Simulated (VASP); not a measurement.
# AlN (P1) in VASP: single point with PBE

Aim: the single point of AlN with PBE.

All numbers are computed with VASP 6.6.1; they aren't measurements. Logs are shortened: lines on timing, memory, paths and dates and some standing lists are left out, and cuts for length are marked.

## Step 1: The cell of the first run

The typed cell holds 4 atoms: a = 3.113 Å, b = 3.113 Å, c = 5.393 Å, α = 73.22°, β = 73.22°, γ = 60.00°.

## Step 2: Single point, PBE (mode 4 frozen in at -0.102 Å and mode 10 at -0.060 Å (largest displacements))

INCAR reads:

```
ALGO = Normal ; EDIFF = 1E-7
ENCUT = 520 ; GGA = PE
ISIF = 2 ; ISMEAR = 0
LASPH = True ; LCHARG = False
LREAL = False ; LWAVE = False
NBANDS = 16 ; NELM = 60
PREC = Accurate ; SIGMA = 0.05
```

KPOINTS reads:

```
k-points
0
Gamma
  6 6 6
```

POSCAR reads:

```
AlN
1.0
    0.0000000000     -2.2015682416     -2.2015682416
   -2.2015682416      0.0000000000     -2.2015682416
    2.2015682416      2.2015682416     -4.4031364832
Al N
2 2
Direct
   -0.0116610999      0.0326857130     -0.0035370201
    0.5045870597      0.4602402468      0.4964629799
    0.3745337399      0.4142707201      0.8818133250
    0.8890929101      0.8493559300      0.3818133250
```

Potentials or basis: VASP PAW PBE potentials, release 64 (Al, N).

Command:

```
cat potpaw_PBE.64/Al/POTCAR potpaw_PBE.64/N/POTCAR > POTCAR
mpirun -np 1 vasp_std > vasp.out
```

OUTCAR:

```text
EDIFF = 1E-7
   ENCUT = 520
   GGA = PE
   ISIF = 2
   ISMEAR = 0
   LASPH = True
   LREAL = False
   NELM = 60
   PREC = Accurate

 ion  position               nearest neighbor table
   1  0.988  0.033  0.996-   3 1.85   3 1.87   3 1.95   4 1.96   2 3.01   2 3.03   2 3.09   2 3.15
                             2 3.21   2 3.23
   2  0.505  0.460  0.496-   4 1.85   4 1.86   4 1.97   3 1.98   1 3.01   1 3.03   1 3.09   1 3.15
                             1 3.21   1 3.23
   3  0.375  0.414  0.882-   1 1.85   1 1.87   1 1.95   2 1.98
   4  0.889  0.849  0.382-   2 1.85   2 1.86   1 1.96   2 1.97

  LATTYP: Found a trigonal (rhomboedric) cell.
 ALAT       =     5.3927188258
 COS(alpha) =     0.8333333333

  Lattice vectors:

 A1 = (   2.2015682416,   4.4031364832,  -2.2015682416)
 A2 = (   4.4031364832,   2.2015682416,  -2.2015682416)
 A3 = (   2.2015682416,   2.2015682416,  -4.4031364832)

Analysis of symmetry for initial positions (statically):
=====================================================================
 Subroutine PRICEL returns:
 Original cell was already a primitive cell.

 Routine SETGRP: Setting up the symmetry group for a
 trigonal (rhombohedral) supercell.

 Subroutine GETGRP returns: Found  1 space group operations
 (whereof  1 operations were pure point group operations)
 out of a pool of 12 trial point group operations.

The static configuration has the point symmetry C_1 .

Analysis of symmetry for dynamics (positions and initial velocities):
=====================================================================
 Subroutine PRICEL returns:
 Original cell was already a primitive cell.

 Routine SETGRP: Setting up the symmetry group for a
 trigonal (rhombohedral) supercell.

 Subroutine GETGRP returns: Found  1 space group operations
 (whereof  1 operations were pure point group operations)
 out of a pool of 12 trial point group operations.

The dynamic configuration has the point symmetry C_1 .

 Subroutine INISYM returns: Found  1 space group operations
 (whereof  1 operations are pure point group operations),
 and found     1 'primitive' translations

----------------------------------------------------------------------------------------

                                     Primitive cell
[... 88 lines left out ...]
   ICHARG =      2    charge: 1-file 2-atom 10-const
   ISPIN  =      1    spin polarized calculation?
   LNONCOLLINEAR =      F non collinear calculations
   LSORBIT =      F    spin-orbit coupling
   LASPH  =      T    aspherical Exc in radial PAW
   ENCUT  =  520.0 eV  38.22 Ry    6.18 a.u.   5.79  5.79 10.03*2*pi/ulx,y,z
   NELM   =     60;   NELMIN=  2; NELMDL= -5     # of ELM steps
   EDIFF  = 0.1E-06   stopping-criterion for ELM
   LREAL  =      F    real-space projection
   EDIFFG = 0.1E-05   stopping-criterion for IOM
   NSW    =      0    number of steps for IOM
   IBRION =     -1    ionic relax: 0-MD 1-quasi-New 2-CG
   NFREE  =      0    steps in history (QN), initial steepest desc. (CG)
   ISIF   =      2    stress and relaxation
   ISYM   =      2    0-nonsym 1-usesym 2-fastsym
   POTIM  = 0.5000    time-step for ionic-motion
   TEBEG  =    0.0;   TEEND  =   0.0 temperature during run
   PSTRESS=    0.0 pullay stress
   NELECT =      16.0000    total number of electrons
   NUPDOWN=      -1.0000    fix difference up-down
   EMIN   =  10.00;   EMAX   =-10.00  energy-range for DOS
   EFERMI =   0.00;   METHOD = LEGACY
   ISMEAR =     0;   SIGMA  =   0.05  broadening in eV -4-tet -1-fermi 0-gaus
   EFERMI_NEDOS =   21; number of points for ismear=-14 and -15
   IALGO  =     38    algorithm
   IMIX   =      4    mixing-type and parameters
     AMIX     =   0.40;   BMIX     =  1.00
     AMIX_MAG =   1.60;   BMIX_MAG =  1.00
  volume/ion in A,a.u.               =      10.67        72.01
  Fermi-wavevector in a.u.,A,eV,Ry     =   1.180400  2.230633 18.957611  1.393345
  Thomas-Fermi vector in A             =   2.316693
   LORBIT       =      0    0 simple, 1 ext, 2 COOP (PROOUT), +10 PAW based schemes
   GGA     = PE    functional components
   LHFCALC =     F    Hartree Fock is set to
   AEXX    =    0.0000 exact exchange contribution
   IVDW    =     0    specifies the selected vdW correction
   LEPSILON=     F    determine dielectric tensor
   LRPA    =     F    only Hartree local field effects (RPA)
 non-spin polarized calculation
 Gauss-broadening in eV      SIGMA  =   0.05
  energy-cutoff  :      520.00
  volume of cell :       42.68
 maximum number of plane-waves:      1168
   NGX = 11   NGY = 11   NGZ = 21

 number of electron      15.9999997 magnetization

 Free energy of the ion-electron system (eV)
  ---------------------------------------------------
  ext. energy  EPLUGINS =         0.00000000
  ---------------------------------------------------
  free energy    TOTEN  =       -29.49890483 eV

  energy without entropy =      -29.49890483  energy(sigma->0) =      -29.49890483

 E-fermi :   6.2359     XC(G=0): -10.8332

 val. band max:        6.0177136592   @ k =   0.0000   0.0000   0.0000
 cond. band min:       9.0532765248   @ k =   0.5000   0.0000   0.5000
 fundamental gap:      3.0355628656
 Fermi energy:         6.2359162849

 k-point     1 :       0.0000    0.0000    0.0000
  band No.  band energies     occupation
      1      -9.0929      2.00000
      2      -7.1248      2.00000
      3       0.0779      2.00000
      4       5.0485      2.00000
      5       5.3459      2.00000
      6       5.5031      2.00000
[... 433 lines left out ...]
      3       1.2022      2.00000
      4       1.5327      2.00000
      5       2.8680      2.00000
      6       3.4485      2.00000
[... 8 lines left out ...]
     15      18.3894      0.00000
     16      19.3412      0.00000

 [... further k-points ...]
[... 5 lines left out ...]
  --------------------------------------------------------------------------------------
  -------------------------------------------------------------------------------------
  Total        0.0524597      0.4874424     -0.1419741     -1.4298534     -0.0609573     -0.0634422
  in kB        1.9691556     18.2968953     -5.3292170    -53.6717382     -2.2881254     -2.3814009
  external PRESSURE =       4.9789446 kB  Pullay stress =       0.0000000 kB

 VOLUME and BASIS-vectors are now :
 -----------------------------------------------------------------------------
  energy-cutoff  :      520.00
  volume of cell :       42.68
      direct lattice vectors                 reciprocal lattice vectors
     0.000000000 -2.201568242 -2.201568242     0.113555417 -0.340666251 -0.113555417
    -2.201568242  0.000000000 -2.201568242    -0.340666251  0.113555417 -0.113555417
     2.201568242  2.201568242 -4.403136483     0.113555417  0.113555417 -0.113555417

 POSITION                                       TOTAL-FORCE (eV/Angst)
 -----------------------------------------------------------------------------------
      2.12182      0.01789     -6.63542         0.450631     -0.116489     -0.935198
      0.07975     -0.01789     -4.31013        -0.415036      0.158127     -1.580796
      1.02933      1.11681     -5.61935         0.162869     -0.045266      1.445813
     -1.02933     -1.11681     -5.50849        -0.198464      0.003628      1.070180
 -----------------------------------------------------------------------------------
    total drift:                                0.000191      0.000112     -0.000106

  FREE ENERGIE OF THE ION-ELECTRON SYSTEM (eV)
  ---------------------------------------------------
  free  energy   TOTEN  =       -29.4989048254 eV

  energy  without entropy=      -29.4989048254  energy(sigma->0) =      -29.49890483
```

OSZICAR:

```text
N       E                     dE             d eps       ncg     rms          rms(c)
DAV:   1     0.392989628525E+02    0.39299E+02   -0.71065E+03  3704   0.864E+02
DAV:   2    -0.308649945274E+02   -0.70164E+02   -0.64078E+02  5128   0.188E+02
DAV:   3    -0.341925895333E+02   -0.33276E+01   -0.33181E+01  4288   0.414E+01
DAV:   4    -0.342137659736E+02   -0.21176E-01   -0.21174E-01  4624   0.374E+00
DAV:   5    -0.342140677846E+02   -0.30181E-03   -0.30181E-03  4352   0.444E-01    0.121E+01
DAV:   6    -0.294886826083E+02    0.47254E+01   -0.10813E+01  4336   0.237E+01    0.413E+00
DAV:   7    -0.295146690700E+02   -0.25986E-01   -0.64292E-01  3656   0.568E+00    0.292E+00
DAV:   8    -0.295033219073E+02    0.11347E-01   -0.65420E-02  4016   0.231E+00    0.583E-01
DAV:   9    -0.294984664762E+02    0.48554E-02   -0.11557E-02  4840   0.814E-01    0.248E-01
DAV:  10    -0.294989868515E+02   -0.52038E-03   -0.21049E-03  3904   0.296E-01    0.133E-01
DAV:  11    -0.294989024285E+02    0.84423E-04   -0.20132E-04  4320   0.111E-01    0.263E-02
DAV:  12    -0.294989050414E+02   -0.26128E-05   -0.10326E-05  4600   0.256E-02    0.861E-03
DAV:  13    -0.294989047734E+02    0.26798E-06   -0.24603E-06  4384   0.127E-02    0.107E-03
DAV:  14    -0.294989048254E+02   -0.52031E-07   -0.15447E-07  3424   0.309E-03
   1 F= -.29498905E+02 E0= -.29498905E+02  d E =-.699556E-12
```

stdout:

```text
POSCAR found type information on POSCAR AlN
 POSCAR found :  2 types and       4 ions
 scaLAPACK will be used
 LDA part: xc-table for (Slater+PW92), standard interpolation
 POSCAR, INCAR and KPOINTS ok, starting setup
 FFT: planning ... GRIDC
 FFT: planning ... GRID_SOFT
 FFT: planning ... GRID
 WAVECAR not read
 entering main loop
```

It took 63 s on 1 thread of Intel Xeon Platinum 8488C (Sapphire Rapids), shared host; peak memory 0.19 GiB.

Results:

```yaml
Free_energy: -29.4989 eV
Pressure: 0.5 GPa
Largest_force: 1.642 eV/Å
Band_gap_on_the_k_mesh: 3.04 eV, indirect (least direct gap 3.54 eV)
```

Forces in eV/Å, atoms in the order of the input:
```
Al   0.451 -0.116 -0.935
Al  -0.415  0.158 -1.581
N    0.163 -0.045  1.446
N   -0.198  0.004  1.070
```

Caveat: the cell differs from its parent crystal (mode 4 frozen in at -0.102 Å and mode 10 at -0.060 Å (largest displacements)); forces of over 1 eV/Å act on the atoms, so gaps and moduli don't describe the material at rest.
